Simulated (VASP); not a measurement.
Set up this calculation in VASP 6.6.1, as the native input.

- Task: single point
- Functional: PBE
- Potentials or basis: VASP PAW PBE potentials, release 64 (Zn, Y_sv, Cu)
- Cutoff: 400 eV
- k mesh: 1 × 1 × 1, shifted
- Occupations: fermi-dirac, width 0.05 eV
- Spin: no spin polarisation
- Dipole correction: no
- Further INCAR settings: LREAL = Auto; ALGO = Normal; EDIFF = 1e-06; NBANDS = 134; ISYM = -1

The structure of Y4Zn15Cu lies in POSCAR:

```
Y4Zn15Cu
1.0
    7.0818900000      0.0552270000     -0.0432260000
    0.0552270000      7.5375120000      0.0381650000
   -0.0432260000      0.0381650000      7.0938070000
Zn Y Cu
15 4 1
Direct
    0.6642974607      0.5928382653      0.1201180480
    0.0735444648      0.6805960063      0.9692334576
    0.8233792128      0.4476603517      0.4171089561
    0.1205869617      0.6482005842      0.5558407378
    0.7917023824      0.3567915476      0.7679570614
    0.2028977337      0.3748412627      0.8699345275
    0.1706660847      0.4309420802      0.2668550621
    0.8990925360      0.2926257007      0.0970545314
    0.4364655024      0.9937027027      0.4703857878
    0.6953948397      0.6853908094      0.7808457711
    0.8197950515      0.7914047975      0.4602389798
    0.3837964496      0.7911604547      0.9162230304
    0.6276536936      0.0210052431      0.7589754406
    0.3895100275      0.7014180177      0.3107245999
    0.7844154688      0.1227890491      0.4159611192
    0.1273670059      1.0005805294      0.2333592400
    0.5078837334      0.1934159141      0.0986330843
    0.0930166795      0.0192844583      0.7361753354
    0.4620061461      0.3631607198      0.5537404174
    0.8123839194      0.9099811903      0.0321585681
```

These files were run (other wordings do the same):

INCAR

```
SYSTEM = Y4Zn15Cu
PREC     = Accurate       ! precision mode
ENCUT    = 400            ! plane-wave cutoff, eV
EDIFF    = 1E-6           ! SCF threshold, eV
ISMEAR   = -1             ! smearing method
SIGMA    = 0.05           ! smearing width, eV
LREAL    = Auto         
LASPH    = .TRUE.         ! aspherical terms in the spheres
NELM     = 120            ! most SCF steps
ALGO     = Normal         ! electronic algorithm
ISIF     = 2              ! what is computed and relaxed
LWAVE    = .FALSE.        ! write WAVECAR
LCHARG   = .FALSE.        ! write CHGCAR
GGA      = PE             ! functional
NBANDS   = 134            ! bands
ISYM     = -1           
GGA_COMPAT= .FALSE.
```

KPOINTS

```
explicit points
1
Reciprocal
  0.25000000   0.25000000   0.25000000 1
```

Potentials or basis: VASP PAW PBE potentials, release 64 (Zn, Y_sv, Cu).

Command:

```bash
$ cat potpaw_PBE.64/Zn/POTCAR potpaw_PBE.64/Y_sv/POTCAR potpaw_PBE.64/Cu/POTCAR > POTCAR
$ mpirun -np 1 vasp_std > vasp.out
```

Results of the run:

| Quantity | Value |
| --- | --- |
| Pressure | 1.3 GPa |
| Largest force | 1.164 eV/Å |
| Band gap on the k mesh | zero (an odd number of electrons rules out a gap without spin polarisation) |

Caveat: the atoms stand as in a frame of molecular dynamics.

Wall time 2.2 min on 1 thread of Intel(R) Xeon(R) Platinum 8375C CPU @ 2.90GHz (Ice Lake) (shared host), peak memory 0.34 GiB.
